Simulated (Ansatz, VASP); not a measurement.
## HgTe: VASP beside Ansatz

The input INCAR:

```
SYSTEM = HgTe
PREC = Accurate
ENCUT = 520
EDIFF = 1E-6
ISMEAR = -1
SIGMA = 0.03
LREAL = .FALSE.
LASPH = .TRUE.
NELM = 80
ALGO = Normal
ISIF = 2
LWAVE = .FALSE.
LCHARG = .FALSE.
GGA = PE
NBANDS = 16
```

Contents of KPOINTS:

```
regular mesh
0
G
  11 11 11
  0 0 0
```

File POSCAR:

```
HgTe
1.0
    0.0000000000      3.2867219331      3.2867219331
    3.2867219331      0.0000000000      3.2867219331
    3.2867219331      3.2867219331      0.0000000000
Hg Te
1 1
Direct
    0.0000000000      0.0000000000      0.0000000000
    0.7500000000      0.7500000000      0.7500000000
```

Input for Ansatz:

```yaml
crystal:
  lattice:
    - [0.0, 3.2867219331, 3.2867219331]
    - [3.2867219331, 0.0, 3.2867219331]
    - [3.2867219331, 3.2867219331, 0.0]
  atoms:
    - { symbol: Hg, position: [0.0, 0.0, 0.0] }
    - { symbol: Te, position: [0.75, 0.75, 0.75] }
kpoints:
  mp_grid: { grid: [11, 11, 11] }
  band_path:
    path:
      - [0.0, 0.0, 0.0]
      - [-0.5, -0.5, 0.0]
      - [-0.375, -0.375, 0.25]
      - [-0.375, 0.0, 0.375]
      - [0.0, 0.0, 0.0]
      - [0.0, 0.0, 0.5]
      - [-0.5, -0.25, 0.25]
      - [-0.5, -0.5, 0.0]
    npoints: 5
scf:
  occupations: { method: fermi_dirac, width: 0.03 }
hamiltonian:
  xc: pbe
  pseudopotentials: { kind: all_electron, lapw: { basis_error: 0.0005 } }
output:
  forces: true
  stress: true
  eigenvalues: true
```

Change from the starting cell: volume scaled by 1.06.

Alike in both runs: task single point; functional PBE; k mesh 11 × 11 × 11; occupations fermi-dirac, width 0.03 eV; no spin polarisation.

|  | VASP | Ansatz |
| --- | --- | --- |
| version | VASP 6.6.1 | Ansatz 0.2.0 |
| potentials or method | VASP PAW PBE potentials, release 64 (Hg, Te), cutoff 520 eV | all-electron LAPW, scalar-relativistic |

```csv
,VASP,Ansatz,Ansatz less VASP
pressure (GPa),1.4,1.3,-0.05
```

Ansatz ran all-electron here, and VASP with PAW potentials.

Spin-orbit coupling is off throughout.
